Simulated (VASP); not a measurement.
Input of a VASP 6.6.1 run:

The input INCAR:

```
SYSTEM = MgS
ALGO = Normal ; EDIFF = 1E-6
ENCUT = 520 ; GGA = PE
ISIF = 2 ; ISMEAR = 0
LASPH = .True. ; LCHARG = .False.
LREAL = .False. ; LWAVE = .False.
NBANDS = 11 ; NELM = 60
PREC = Accurate ; SIGMA = 0.02
```

KPOINTS

```
k-points
0
Gamma
  8 8 8
  0 0 0
```

Contents of POSCAR:

```
MgS
1.0
    0.0000000000      2.5341330048      2.5341330048
    2.5341330048      0.0000000000      2.5341330048
    2.5341330048      2.5341330048      0.0000000000
Mg S
1 1
Direct
    0.5000000000      0.5000000000      0.5000000000
    0.0000000000      0.0000000000      0.0000000000
```

Potentials or basis: VASP PAW PBE potentials, release 64 (Mg, S).

The run is started by

```sh
$ cat potpaw_PBE.64/Mg/POTCAR potpaw_PBE.64/S/POTCAR > POTCAR
$ mpirun -np 1 vasp_std > vasp.out
```

(1) Estimate the band gap on the k mesh.

(2) Estimate the pressure.

Results:

(1) 2.94 eV, indirect (least direct gap 4.37 eV).

(2) 8.1 GPa.
